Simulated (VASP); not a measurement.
A run of VASP 6.6.1 is set up as follows.

The input INCAR:

```
PREC = Accurate ; ENCUT = 520
EDIFF = 1E-7 ; ISMEAR = -1
SIGMA = 0.05 ; LREAL = F
LASPH = T ; NELM = 80
ALGO = Normal ; ISIF = 2
LWAVE = F ; LCHARG = T
GGA = PE ; LELF = T
LVHAR = T ; NBANDS = 11
```

Contents of KPOINTS:

```
regular mesh
0
Gamma
  13 13 9
```

POSCAR

```
BN
1.0
    2.5080409239      0.0000000000      0.0000000000
   -1.2467107647      2.1762310413      0.0000000000
   -0.6306650796     -1.0881155206      3.0225400000
N B
1 1
Direct
    0.6685060000      0.3323850000      0.9849990000
    0.9796430000      0.9834990000      0.0018060000
```

Potentials or basis: VASP PAW PBE potentials, release 64 (N, B).

Launch:

```console
$ cat potpaw_PBE.64/N/POTCAR potpaw_PBE.64/B/POTCAR > POTCAR
$ mpirun -np 1 vasp_std > vasp.out
```

**Question.** Estimate the band gap on the k mesh.

**Answer.** 2.84 eV, indirect (least direct gap 4.54 eV).

**Question.** Predict the largest force.

**Answer.** 2.723 eV/Å.

Forces on the atoms (eV/Å):
```
N   -1.655 -2.079  0.591
B    1.655  2.079 -0.591
```

Caveat: forces of over 1 eV/Å act on the atoms, so gaps and moduli don't describe the material at rest. A k mesh can miss the band edges.
